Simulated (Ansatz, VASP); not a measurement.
# Si in VASP and in Ansatz

POSCAR

```
Si
1.0
    0.0000000000      2.7218511865      2.7218511865
    2.7218511865      0.0000000000      2.7218511865
    2.7218511865      2.7218511865      0.0000000000
Si
2
Direct
    0.4934380000      0.4929530000      0.4953520000
    0.7634040000      0.7571140000      0.7458340000
```

File INCAR.step1:

```
SYSTEM = Si
PREC = Accurate
ENCUT = 520
ISMEAR = 0
SIGMA = 0.05
LREAL = .FALSE.
LASPH = .TRUE.
NELM = 150
ISPIN = 2
MAGMOM = 0.5 -0.5
NBANDS = 15
GGA = PE
ALGO = Normal
EDIFF = 1E-4
LWAVE = .TRUE.
LCHARG = .FALSE.
```

Contents of INCAR.step2:

```
SYSTEM = Si
PREC = Accurate
ENCUT = 520
EDIFF = 1E-6
ISMEAR = 0
SIGMA = 0.05
LREAL = .FALSE.
LASPH = .TRUE.
NELM = 150
ALGO = Normal
ISIF = 2
LWAVE = .FALSE.
LCHARG = .FALSE.
ISPIN = 2
MAGMOM = 0.5 -0.5
LORBIT = 11
METAGGA = R2SCAN
LMIXTAU = .TRUE.
NBANDS = 15
ISTART = 1
```

The input KPOINTS:

```
Automatic mesh
0
G
  8 8 8
  0 0 0
```

input.yaml

```yaml
crystal:
  lattice:
    - [0.0, 2.7218511865, 2.7218511865]
    - [2.7218511865, 0.0, 2.7218511865]
    - [2.7218511865, 2.7218511865, 0.0]
  atoms:
    - { symbol: Si, position: [0.493438, 0.492953, 0.495352], spin: 0.5 }
    - { symbol: Si, position: [0.763404, 0.757114, 0.745834], spin: -0.5 }
kpoints:
  mp_grid: { grid: [8, 8, 8] }
scf:
  occupations: { method: gaussian, width: 0.05 }
hamiltonian:
  xc: r2scan
  pseudopotentials: { kind: all_electron, datasets: crystal }
magnetization:
  spin_polarized: true
output:
  forces: true
  stress: true
  eigenvalues: true
```

Change from the starting cell: atoms moved at random, drawn with an rms of 0.05 Å.

Alike in both runs: task single point; functional r2SCAN; k mesh 8 × 8 × 8; occupations gaussian, width 0.05 eV; collinear spin.

```csv
,VASP,Ansatz
version,VASP 6.6.1,Ansatz 0.2.0
potentials or method,"VASP PAW PBE potentials, release 64 (Si), cutoff 520 eV",all-electron PAW datasets made for the crystal
```

```tsv
	VASP	Ansatz	Ansatz less VASP
gap on the k mesh at the Fermi level (eV)	0.03	0.02	-0.012
least direct gap on the mesh (eV)	1.71	1.70	-0.010
pressure (GPa)	0.2	0.4	+0.23
traceless stress, the component that is largest in VASP (GPa)	-3.33	-3.38	-0.047
rms of the force components (eV/Å)	0.810	0.810	+0.0003
net moment per atom (μB)	0.00	0.00	0.000
```

VASP's potentials were made for PBE, not for r2SCAN. Atom by atom the forces differ by 0.000 eV/Å (rms over components). Ansatz ran all-electron here, and VASP with PAW potentials.
